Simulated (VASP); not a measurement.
# MoS2 in VASP: a series of runs, part 2 of 2

VASP 6.6.1. The steps go on from the part before.

## Step 4: Relaxation of the atoms, PBEsol

This run uses another cell than the first one.

Contents of INCAR:

```
PREC     = Accurate       # precision mode
ENCUT    = 520            # plane-wave cutoff, eV
EDIFF    = 1E-6           # SCF threshold, eV
ISMEAR   = 0              # smearing method
SIGMA    = 0.01           # smearing width, eV
LREAL    = F              # projectors in reciprocal space
LASPH    = T              # aspherical terms in the spheres
NELM     = 80             # most SCF steps
ALGO     = Normal         # electronic algorithm
ISIF     = 2              # what is computed and relaxed
LWAVE    = F              # write WAVECAR
LCHARG   = F              # write CHGCAR
GGA      = PS             # functional
IBRION   = 2              # ionic algorithm
NSW      = 80             # ionic steps
EDIFFG   = -5E-4          # ionic threshold
```

Contents of KPOINTS:

```
Automatic mesh
0
Gamma
  12 12 1
```

Contents of POSCAR:

```
MoS2
1.0
    3.1405221110      0.0000000000      0.0000000000
   -1.5702610555      2.7197719293      0.0000000000
    0.0000000000      0.0000000000     18.1200000000
S Mo
2 1
Direct
    0.3333333333      0.6666666667      0.4139963042
    0.3333333333      0.6666666667      0.5860036958
    0.6666666667      0.3333333333      0.5000000000
```

Potentials or basis: VASP PAW PBE potentials, release 64 (S, Mo_sv).

On the command line:

```sh
$ cat potpaw_PBE.64/S/POTCAR potpaw_PBE.64/Mo_sv/POTCAR > POTCAR
$ mpirun -np 1 vasp_std > vasp.out
```

OUTCAR:

```text
PREC = Accurate
   ENCUT = 520
   EDIFF = 1E-6
   ISMEAR = 0
   LREAL = F
   LASPH = T
   NELM = 80
   ISIF = 2
   GGA = PS
   IBRION = 2
   NSW = 80
   EDIFFG = -5E-4

 ion  position               nearest neighbor table
   1  0.333  0.667  0.414-   3 2.39   3 2.39   3 2.39
   2  0.333  0.667  0.586-   3 2.39   3 2.39   3 2.39
   3  0.667  0.333  0.500-   1 2.39   2 2.39   1 2.39   2 2.39   1 2.39   2 2.39

  LATTYP: Found a hexagonal cell.
 ALAT       =     3.1405221110
 C/A-ratio  =     5.7697412594

  Lattice vectors:

 A1 = (   3.1405221110,   0.0000000000,   0.0000000000)
 A2 = (  -1.5702610555,   2.7197719293,   0.0000000000)
 A3 = (   0.0000000000,   0.0000000000,  18.1200000000)

Analysis of symmetry for initial positions (statically):
=====================================================================
 Subroutine PRICEL returns:
 Original cell was already a primitive cell.

 Routine SETGRP: Setting up the symmetry group for a
 hexagonal supercell.

[... 209 lines left out ...]
  energy without entropy =      -23.42507894  energy(sigma->0) =      -23.42507894

 E-fermi :  -1.4406     XC(G=0):  -4.2753

 val. band max:       -1.5527994390   @ k =   0.3333   0.3333   0.0000
 cond. band min:       0.2589344317   @ k =   0.3333   0.3333   0.0000
 fundamental gap:      1.8117338707
 Fermi energy:        -1.4406461484

 k-point     1 :       0.0000    0.0000    0.0000
  band No.  band energies     occupation
      1     -62.2509      2.00000
      2     -36.4632      2.00000
      3     -36.1989      2.00000
      4     -36.1989      2.00000
      5     -15.7739      2.00000
      6     -14.4132      2.00000
[... 357 lines left out ...]
      4     -36.3635      2.00000
      5     -13.4462      2.00000
      6     -13.4322      2.00000
[... 9 lines left out ...]
     16       2.1719      0.00000
     17       3.5967      0.00000

------------------------ aborting loop because EDIFF is reached ----------------------------------------

  FORCE on cell =-STRESS in cart. coord.  units (eV):
  Direction    XX          YY          ZZ          XY          YZ          ZX
  --------------------------------------------------------------------------------------
  -------------------------------------------------------------------------------------
  Total       -0.0030561     -0.0030561     -0.0219750     -0.0000000     -0.0000000      0.0000000
  in kB       -0.0316367     -0.0316367     -0.2274816     -0.0000000     -0.0000000      0.0000000
  external PRESSURE =      -0.0969183 kB  Pullay stress =       0.0000000 kB

 VOLUME and BASIS-vectors are now :
 -----------------------------------------------------------------------------
  energy-cutoff  :      520.00
  volume of cell :      154.77
      direct lattice vectors                 reciprocal lattice vectors
     3.140522111  0.000000000  0.000000000     0.318418392  0.183838944  0.000000000
    -1.570261056  2.719771929  0.000000000     0.000000000  0.367677888  0.000000000
     0.000000000  0.000000000 18.120000000     0.000000000  0.000000000  0.055187638

 POSITION                                       TOTAL-FORCE (eV/Angst)
 -----------------------------------------------------------------------------------
     -0.00000      1.81318      7.50153         0.000000      0.000000      0.000305
     -0.00000      1.81318     10.61847         0.000000      0.000000     -0.000305
      1.57026      0.90659      9.06000        -0.000000     -0.000000      0.000000
 -----------------------------------------------------------------------------------
    total drift:                               -0.000000      0.000000      0.000000

  FREE ENERGIE OF THE ION-ELECTRON SYSTEM (eV)
  ---------------------------------------------------
  free  energy   TOTEN  =       -23.4250789442 eV

  energy  without entropy=      -23.4250789442  energy(sigma->0) =      -23.42507894

 reached required accuracy - stopping structural energy minimisation
```

OSZICAR:

```text
N       E                     dE             d eps       ncg     rms          rms(c)
DAV:   1     0.179513264680E+03    0.17951E+03   -0.13734E+04   822   0.124E+03
DAV:   2    -0.128724377915E+02   -0.19239E+03   -0.19023E+03   857   0.280E+02
DAV:   3    -0.247308493193E+02   -0.11858E+02   -0.11828E+02   901   0.663E+01
[... 17 lines left out ...]
DAV:  21    -0.234250777872E+02   -0.20141E-05   -0.91964E-08   440   0.884E-04    0.339E-04
DAV:  22    -0.234250787467E+02   -0.95948E-06   -0.60937E-08   474   0.582E-04
   1 F= -.23425079E+02 E0= -.23425079E+02  d E =-.234251E+02
       N       E                     dE             d eps       ncg     rms          rms(c)
DAV:   1    -0.234250789255E+02   -0.11382E-05   -0.14893E-05   646   0.193E-02    0.399E-03
DAV:   2    -0.234250789442E+02   -0.18711E-07   -0.55864E-07   323   0.483E-03
   2 F= -.23425079E+02 E0= -.23425079E+02  d E =-.197482E-06
```

Wall time 2.5 min (1 thread of Oxide Virtual Turin-like, shared host); peak memory 0.25 GiB.

Results:

* Free energy: -23.4251 eV
* Energy gained by relaxing: 0.0 meV/atom
* Ionic steps: 2
* Band gap on the k mesh: 1.81 eV

Final structure:
```cif
data_structure
_symmetry_space_group_name_H-M 'P 1'
_symmetry_Int_Tables_number 1
_cell_length_a 3.1405
_cell_length_b 3.1405
_cell_length_c 18.1200
_cell_angle_alpha 90.000
_cell_angle_beta 90.000
_cell_angle_gamma 120.000
_cell_volume 154.77
loop_
_atom_site_label
_atom_site_type_symbol
_atom_site_fract_x
_atom_site_fract_y
_atom_site_fract_z
_atom_site_occupancy
S1 S 0.33333 0.66667 0.41399 1
S2 S 0.33333 0.66667 0.58601 1
Mo1 Mo 0.66667 0.33333 0.50000 1
```

Caveat: the PAW data sets were made with another functional, which shifts forces and pressure a little.

## Step 5: Overview

```csv
cell,gap on the mesh (eV)
"atoms relaxed from a = 3.203, b = 3.203, c = 18.120 Å, angles 90.0, 90.0, 120.0°, 3 atoms",1.40
"atoms relaxed from a = 3.125, b = 3.125, c = 18.120 Å, angles 90.0, 90.0, 120.0°, 3 atoms",1.87
"atoms relaxed from a = 3.141, b = 3.141, c = 18.120 Å, angles 90.0, 90.0, 120.0°, 3 atoms",1.81
```

Alike in all rows: task relaxation of the atoms; level PBEsol; potentials or basis VASP PAW PBE potentials, release 64 (S, Mo_sv); no spin polarisation; k mesh 12 × 12 × 1; cutoff (eV) 520; smearing gaussian 0.01 eV.

Caveats: the PAW data sets were made with another functional, which shifts forces and pressure a little.

Total energies depend on the potentials used, so only differences within one code and one set of settings carry meaning.
